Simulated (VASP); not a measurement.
# Ba (Fm-3m) in VASP: further runs

Ba is run at these levels: r2SCAN; tasks: single point.

Program: VASP 6.6.1. These are calculated values, not measurements. Logs are shortened: lines on timing, memory, paths and dates and some standing lists are left out, and cuts for length are marked.

## (1) The cell of the first run

The structure is cubic, space group Fm-3m (No. 225). The conventional cell has a = 6.465 Å, b = 6.465 Å, c = 6.465 Å, α = 90.00°, β = 90.00°, γ = 90.00°.

## (2) Single point, r2SCAN

Input file POSCAR:

```
Ba
1.0
    0.0000000000      3.2326650028      3.2326650028
    3.2326650028      0.0000000000      3.2326650028
    3.2326650028      3.2326650028      0.0000000000
Ba
1
Direct
    0.0000000000      0.0000000000      0.0000000000
```

Input file INCAR.step1:

```
PREC = Accurate ; ENCUT = 520
ISMEAR = 0 ; SIGMA = 0.15
LREAL = F ; LASPH = T
NELM = 100 ; NBANDS = 11
GGA = PE ; ALGO = Normal
EDIFF = 1E-4 ; LWAVE = T
LCHARG = F
```

Input file INCAR.step2:

```
PREC = Accurate ; ENCUT = 520
EDIFF = 1E-7 ; ISMEAR = 0
SIGMA = 0.15 ; LREAL = F
LASPH = T ; NELM = 100
ALGO = Normal ; ISIF = 2
LWAVE = F ; LCHARG = T
METAGGA = R2SCAN ; LMIXTAU = T
LELF = T ; LVHAR = T
NBANDS = 11 ; ISTART = 1
```

Input file KPOINTS:

```
Automatic mesh
0
Gamma
  14 14 14
```

Potentials or basis: VASP PAW PBE potentials, release 64 (Ba_sv).

The run is started by

```bash
cat potpaw_PBE.64/Ba_sv/POTCAR > POTCAR
cp INCAR.step1 INCAR
mpirun -np 1 vasp_std > vasp.out
cp INCAR.step2 INCAR
mpirun -np 1 vasp_std > vasp.out
```

OUTCAR:

```text
PREC = Accurate
   ENCUT = 520
   EDIFF = 1E-7
   ISMEAR = 0
   LREAL = F
   LASPH = T
   NELM = 100
   ISIF = 2
   METAGGA = R2SCAN
   ISTART = 1

 ion  position               nearest neighbor table
   1  0.000  0.000  0.000-

  LATTYP: Found a face centered cubic cell.
 ALAT       =     6.4653300056

  Lattice vectors:

 A1 = (   0.0000000000,   3.2326650028,   3.2326650028)
 A2 = (   3.2326650028,   0.0000000000,   3.2326650028)
 A3 = (   3.2326650028,   3.2326650028,   0.0000000000)

Analysis of symmetry for initial positions (statically):
=====================================================================
 Subroutine PRICEL returns:
 Original cell was already a primitive cell.

 Routine SETGRP: Setting up the symmetry group for a
 face centered cubic supercell.

 Subroutine GETGRP returns: Found 48 space group operations
 (whereof 48 operations were pure point group operations)
 out of a pool of 48 trial point group operations.

The static configuration has the point symmetry O_h .

Analysis of symmetry for dynamics (positions and initial velocities):
=====================================================================
 Subroutine PRICEL returns:
 Original cell was already a primitive cell.

 Routine SETGRP: Setting up the symmetry group for a
 face centered cubic supercell.

 Subroutine GETGRP returns: Found 48 space group operations
 (whereof 48 operations were pure point group operations)
 out of a pool of 48 trial point group operations.

The dynamic configuration has the point symmetry O_h .

 Subroutine INISYM returns: Found 48 space group operations
 (whereof 48 operations are pure point group operations),
 and found     1 'primitive' translations

----------------------------------------------------------------------------------------

                                     Primitive cell

  volume of cell :      67.5635

  direct lattice vectors                    reciprocal lattice vectors
     0.000000000  3.232665003  3.232665003    -0.154671146  0.154671146  0.154671146
     3.232665003  0.000000000  3.232665003     0.154671146 -0.154671146  0.154671146
     3.232665003  3.232665003  0.000000000     0.154671146  0.154671146 -0.154671146

  length of vectors
     4.571678690  4.571678690  4.571678690     0.267898283  0.267898283  0.267898283

  position of ions in fractional coordinates (direct lattice)
     0.000000000  0.000000000  0.000000000

  ion indices of the primitive-cell ions
   primitive index   ion index
                 1           1

----------------------------------------------------------------------------------------

 KPOINTS: Automatic mesh

Automatic generation of k-mesh.
 Grid dimensions read from file:
 generate k-points for:   14   14   14

 Generating k-lattice:

  Cartesian coordinates                     Fractional coordinates (reciprocal lattice)
    -0.011047939  0.011047939  0.011047939     0.071428571  0.000000000  0.000000000
     0.011047939 -0.011047939  0.011047939     0.000000000  0.071428571  0.000000000
     0.011047939  0.011047939 -0.011047939     0.000000000  0.000000000  0.071428571

  Length of vectors
     0.019135592  0.019135592  0.019135592

  Shift w.r.t. Gamma in fractional coordinates (k-lattice)
     0.000000000  0.000000000  0.000000000

 Subroutine IBZKPT returns following result:
 ===========================================

 Found    104 irreducible k-points:

 Following reciprocal coordinates:
            Coordinates               Weight
  0.000000  0.000000  0.000000      1.000000
  0.071429  0.000000  0.000000      8.000000
  0.142857  0.000000  0.000000      8.000000
  0.214286  0.000000  0.000000      8.000000
  0.285714  0.000000  0.000000      8.000000
  0.357143  0.000000  0.000000      8.000000
[... 16 lines left out ...]
  0.214286  0.142857  0.000000     24.000000
  0.285714  0.142857  0.000000     24.000000
 [... further k-points ...]
   k-points           NKPTS =    104   k-points in BZ     NKDIM =    104   number of bands    NBANDS=     11
   number of dos      NEDOS =    301   number of ions     NIONS =      1
   total plane-waves  NPLWV =  46656
   dimension x,y,z NGX =    36 NGY =   36 NGZ =   36
   dimension x,y,z NGXF=    72 NGYF=   72 NGZF=   72
   ions per type =               1
   NGX,Y,Z   is equivalent  to a cutoff of  13.09, 13.09, 13.09 a.u.
   NGXF,Y,Z  is equivalent  to a cutoff of  26.18, 26.18, 26.18 a.u.
 SYSTEM =  unknown system
   PREC   = accura    normal or accurate (medium, high low for compatibility)
   ISTART =      1    job   : 0-new  1-cont  2-samecut
   ICHARG =      0    charge: 1-file 2-atom 10-const
   ISPIN  =      1    spin polarized calculation?
   LNONCOLLINEAR =      F non collinear calculations
   LSORBIT =      F    spin-orbit coupling
   LASPH  =      T    aspherical Exc in radial PAW
   ENCUT  =  520.0 eV  38.22 Ry    6.18 a.u.   8.50  8.50  8.50*2*pi/ulx,y,z
   NELM   =    100;   NELMIN=  2; NELMDL=  0     # of ELM steps
   EDIFF  = 0.1E-06   stopping-criterion for ELM
   LREAL  =      F    real-space projection
   EDIFFG = 0.1E-05   stopping-criterion for IOM
   NSW    =      0    number of steps for IOM
   IBRION =     -1    ionic relax: 0-MD 1-quasi-New 2-CG
   NFREE  =      0    steps in history (QN), initial steepest desc. (CG)
   ISIF   =      2    stress and relaxation
   ISYM   =      2    0-nonsym 1-usesym 2-fastsym
   POTIM  = 0.5000    time-step for ionic-motion
   TEBEG  =    0.0;   TEEND  =   0.0 temperature during run
   PSTRESS=    0.0 pullay stress
   NELECT =      10.0000    total number of electrons
   NUPDOWN=      -1.0000    fix difference up-down
   EMIN   =  10.00;   EMAX   =-10.00  energy-range for DOS
   EFERMI =   0.00;   METHOD = LEGACY
   ISMEAR =     0;   SIGMA  =   0.15  broadening in eV -4-tet -1-fermi 0-gaus
   EFERMI_NEDOS =   21; number of points for ismear=-14 and -15
   IALGO  =     38    algorithm
   IMIX   =      4    mixing-type and parameters
     AMIX     =   0.40;   BMIX     =  1.00
     AMIX_MAG =   1.60;   BMIX_MAG =  1.00
  volume/ion in A,a.u.               =      67.56       455.94
  Fermi-wavevector in a.u.,A,eV,Ry     =   0.865973  1.636451 10.203124  0.749908
  Thomas-Fermi vector in A             =   1.984294
   LORBIT       =      0    0 simple, 1 ext, 2 COOP (PROOUT), +10 PAW based schemes
   METAGGA = R2SCAN    functional components
   LHFCALC =     F    Hartree Fock is set to
   AEXX    =    0.0000 exact exchange contribution
   IVDW    =     0    specifies the selected vdW correction
   LEPSILON=     F    determine dielectric tensor
   LRPA    =     F    only Hartree local field effects (RPA)
 non-spin polarized calculation
 Gauss-broadening in eV      SIGMA  =   0.15
  energy-cutoff  :      520.00
  volume of cell :       67.56
 maximum number of plane-waves:      1841
 NGX is ok and might be reduce to    36
   NGX = 17   NGY = 17   NGZ = 17

 number of electron      10.0000000 magnetization

 Free energy of the ion-electron system (eV)
  ---------------------------------------------------
  ext. energy  EPLUGINS =         0.00000000
  ---------------------------------------------------
  free energy    TOTEN  =       -26.40781132 eV

  energy without entropy =      -26.39137645  energy(sigma->0) =      -26.39959388

 E-fermi :   1.5830     XC(G=0):  -7.6002

 val. band max:        1.5629614758   @ k =  -0.2857   0.3571   0.1429
 cond. band min:       1.5883084588   @ k =  -0.2857   0.3571   0.0714
 fundamental gap:      0.0253469830
 Fermi energy:         1.5829996775

 k-point     1 :       0.0000    0.0000    0.0000
  band No.  band energies     occupation
      1     -28.5311      2.00000
      2     -13.0975      2.00000
      3     -13.0975      2.00000
      4     -13.0975      2.00000
      5      -1.3595      2.00000
      6       3.5035      0.00000
      7       3.5035      0.00000
      8       3.5035      0.00000
      9       5.0076      0.00000
     10       5.0076      0.00000
     11       7.6163      0.00000

 k-point     2 :       0.0714    0.0000    0.0000
  band No.  band energies     occupation
      1     -28.5295      2.00000
      2     -13.1176      2.00000
      3     -13.1000      2.00000
      4     -13.1000      2.00000
      5      -1.2714      2.00000
      6       3.3773      0.00000
      7       3.5458      0.00000
      8       3.5458      0.00000
      9       4.9442      0.00000
     10       4.9442      0.00000
     11       7.8457      0.00000

 k-point     3 :       0.1429    0.0000    0.0000
  band No.  band energies     occupation
      1     -28.5251      2.00000
      2     -13.1731      2.00000
      3     -13.1069      2.00000
      4     -13.1069      2.00000
      5      -1.0177      2.00000
      6       3.0806      0.00000
      7       3.6406      0.00000
      8       3.6406      0.00000
      9       4.8274      0.00000
     10       4.8274      0.00000
     11       8.3069      0.00000

 k-point     4 :       0.2143    0.0000    0.0000
  band No.  band energies     occupation
      1     -28.5186      2.00000
      2     -13.2516      2.00000
      3     -13.1167      2.00000
      4     -13.1167      2.00000
      5      -0.6321      2.00000
      6       2.7506      0.00000
      7       3.6811      0.00000
      8       3.6811      0.00000
      9       4.8395      0.00000
     10       4.8395      0.00000
     11       8.0315      0.00000
[... 239 lines left out ...]
 k-point    22 :       0.1429    0.1429    0.0000
  band No.  band energies     occupation
      1     -28.5231      2.00000
      2     -13.1710      2.00000
      3     -13.1233      2.00000
      4     -13.1233      2.00000
      5      -0.9055      2.00000
      6       2.9190      0.00000
      7       3.7660      0.00000
      8       3.7660      0.00000
      9       4.2358      0.00000
     10       5.1811      0.00000
     11       8.7236      0.00000

 k-point    23 :       0.2143    0.1429    0.0000
  band No.  band energies     occupation
      1     -28.5183      2.00000
      2     -13.2218      2.00000
      3     -13.1360      2.00000
      4     -13.1330      2.00000
      5      -0.6196      2.00000
      6       2.6724      0.00000
      7       3.7175      0.00000
      8       3.8898      0.00000
      9       4.1499      0.00000
     10       5.2630      0.00000
     11       9.1007      0.00000

 k-point    24 :       0.2857    0.1429    0.0000
  band No.  band energies     occupation
      1     -28.5120      2.00000
      2     -13.2912      2.00000
      3     -13.1485      2.00000
      4     -13.1446      2.00000
      5      -0.2215      2.00000
      6       2.4348      0.00000
      7       3.3945      0.00000
      8       3.9248      0.00000
      9       4.4877      0.00000
     10       5.4420      0.00000
     11       8.6340      0.00000

 [... further k-points ...]

------------------------ aborting loop because EDIFF is reached ----------------------------------------

  FORCE on cell =-STRESS in cart. coord.  units (eV):
  Direction    XX          YY          ZZ          XY          YZ          ZX
  --------------------------------------------------------------------------------------
  -------------------------------------------------------------------------------------
  Total       -0.0073661     -0.0073661     -0.0073661      0.0000000      0.0000000      0.0000000
  in kB       -0.1746781     -0.1746781     -0.1746781      0.0000000      0.0000000      0.0000000
  external PRESSURE =      -0.1746781 kB  Pullay stress =       0.0000000 kB

 VOLUME and BASIS-vectors are now :
 -----------------------------------------------------------------------------
  energy-cutoff  :      520.00
  volume of cell :       67.56
      direct lattice vectors                 reciprocal lattice vectors
     0.000000000  3.232665003  3.232665003    -0.154671146  0.154671146  0.154671146
     3.232665003  0.000000000  3.232665003     0.154671146 -0.154671146  0.154671146
     3.232665003  3.232665003  0.000000000     0.154671146  0.154671146 -0.154671146

 POSITION                                       TOTAL-FORCE (eV/Angst)
 -----------------------------------------------------------------------------------
      0.00000      0.00000      0.00000        -0.000000      0.000000      0.000000
 -----------------------------------------------------------------------------------
    total drift:                               -0.000000      0.000000      0.000000

  FREE ENERGIE OF THE ION-ELECTRON SYSTEM (eV)
  ---------------------------------------------------
  free  energy   TOTEN  =       -26.4078113163 eV

  energy  without entropy=      -26.3913764474  energy(sigma->0) =      -26.39959388
```

It took 2.8 min on 1 thread of Intel Xeon Platinum 8488C (Sapphire Rapids), shared host; peak memory 0.26 GiB.

Results:

- Free energy: -26.4078 eV
- Pressure: 0.0 GPa
- Band gap on the k mesh: zero (band 5 reaches 1.59 eV, above the bottom of band 6 at 1.50 eV)

Levels at points of the mesh, in eV from the Fermi level:
```
           k point  band 3  band 4  band 5  band 6  band 7  band 8
(0.00, 0.00, 0.00)  -14.68  -14.68   -2.94    1.92    1.92    1.92
(0.50, 0.00, 0.00)  -14.73  -14.73   -0.94    0.76    1.73    1.73
(0.50, 0.50, 0.00)  -14.82  -14.82   -0.84   -0.09    1.81    4.55
```

Caveat: the PAW data sets were made with another functional, which shifts forces and pressure a little; spin-orbit coupling is left out, which moves the levels of the heavy elements.

## (3) Single point, r2SCAN

POSCAR is that of step 2.

Input file INCAR.step1:

```
SYSTEM = Ba
  ALGO = Normal
  EDIFF = 1E-4
  ENCUT = 520
  GGA = PE
  ISMEAR = 0
  LASPH = .TRUE.
  LCHARG = .FALSE.
  LREAL = .FALSE.
  LWAVE = .TRUE.
  NBANDS = 11
  NELM = 100
  PREC = Accurate
  SIGMA = 0.15
```

Input file INCAR.step2:

```
SYSTEM = Ba
  ALGO = Normal
  EDIFF = 1E-6
  ENCUT = 520
  ISIF = 2
  ISMEAR = 0
  ISTART = 1
  LASPH = .TRUE.
  LCHARG = .TRUE.
  LELF = .TRUE.
  LMIXTAU = .TRUE.
  LREAL = .FALSE.
  LVHAR = .TRUE.
  LWAVE = .FALSE.
  METAGGA = R2SCAN
  NBANDS = 11
  NELM = 100
  PREC = Accurate
  SIGMA = 0.15
```

Input file KPOINTS:

```
k-points
0
G
  14 14 14
  0 0 0
```

Potentials or basis: VASP PAW PBE potentials, release 64 (Ba_sv).

The run is started by

```bash
cat potpaw_PBE.64/Ba_sv/POTCAR > POTCAR
cp INCAR.step1 INCAR
mpirun -np 1 vasp_std > vasp.out
cp INCAR.step2 INCAR
mpirun -np 1 vasp_std > vasp.out
```

Run time: 2.5 min. Hardware: 1 thread of Intel Xeon Platinum 8488C (Sapphire Rapids), shared host; peak memory 0.26 GiB.

It converged, with:

- Free energy: -26.4078 eV
- Pressure: 0.0 GPa
- Band gap on the k mesh: zero (band 5 reaches 1.59 eV, above the bottom of band 6 at 1.50 eV)

Levels at points of the mesh, in eV from the Fermi level:
| k point | band 1 | band 2 | band 3 | band 4 | band 5 | band 6 | band 7 | band 8 | band 9 | band 10 |
| --- | --- | --- | --- | --- | --- | --- | --- | --- | --- | --- |
| (0.00, 0.00, 0.00) | -30.11 | -14.68 | -14.68 | -14.68 | -2.94 | 1.92 | 1.92 | 1.92 | 3.42 | 3.42 |
| (0.50, 0.00, 0.00) | -30.08 | -15.06 | -14.73 | -14.73 | -0.94 | 0.76 | 1.73 | 1.73 | 4.54 | 4.54 |
| (0.50, 0.50, 0.00) | -30.07 | -15.04 | -14.82 | -14.82 | -0.84 | -0.09 | 1.81 | 4.55 | 4.87 | 4.87 |

Caveat: the PAW data sets were made with another functional, which shifts forces and pressure a little; spin-orbit coupling is left out, which moves the levels of the heavy elements.
